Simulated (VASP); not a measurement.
Write the native input for VASP 6.6.1 that does the following.

```
Task                   : single point
Functional             : PBEsol
Potentials or basis    : VASP PAW PBE potentials, release 64 (Al, N)
Cutoff                 : 600 eV
k mesh                 : 8 × 8 × 8
Occupations            : gaussian, width 0.05 eV
Spin                   : no spin polarisation
Dipole correction      : no
Further INCAR settings : ALGO = Normal; EDIFF = 1e-06; NBANDS = 26
```

The structure of AlN lies in POSCAR:

```
AlN
1.0
   -3.1136926464      0.0000000000      0.0000000000
    0.0000000000      5.3930738627      0.0000000000
    1.5568463232     -2.6965369313     -4.9834165464
Al N
4 4
Direct
    0.9847936684      0.3325792953      0.9984919239
    0.4847936684      0.8325792953      0.9984919239
    0.2636982555      0.9159126286      0.4984919239
    0.7636982555      0.4159126286      0.4984919239
    0.8211678048      0.1415873714      0.6165080761
    0.3211678048      0.6415873714      0.6165080761
    0.0453402713      0.7249207047      0.1165080761
    0.5453402713      0.2249207047      0.1165080761
```

This cell differs from its parent crystal: atoms displaced along a vibrational mode.

These files were run (other wordings do the same):

INCAR

```
SYSTEM = AlN
PREC = Accurate
ENCUT = 600
EDIFF = 1E-6
ISMEAR = 0
SIGMA = 0.05
LREAL = .False.
LASPH = .True.
NELM = 120
ALGO = Normal
ISIF = 2
LWAVE = .False.
LCHARG = .False.
GGA = PS
NBANDS = 26
GGA_COMPAT = .False.
```

KPOINTS

```
Automatic mesh
0
Gamma
  8 8 8
  0 0 0
```

Potentials or basis: VASP PAW PBE potentials, release 64 (Al, N).

The run is started by

```console
$ cat potpaw_PBE.64/Al/POTCAR potpaw_PBE.64/N/POTCAR > POTCAR
$ mpirun -np 1 vasp_std > vasp.out
```

It gave:

```
Pressure               : -0.2 GPa
Largest force          : 0.248 eV/Å
Band gap on the k mesh : 4.09 eV
```

Caveat: the cell differs from its parent crystal (atoms displaced along a vibrational mode); the PAW data sets were made with another functional, which shifts forces and pressure a little.

Wall time 2.7 min on 1 thread of Intel(R) Xeon(R) 6975P-C (Granite Rapids) (shared host), peak memory 0.44 GiB.
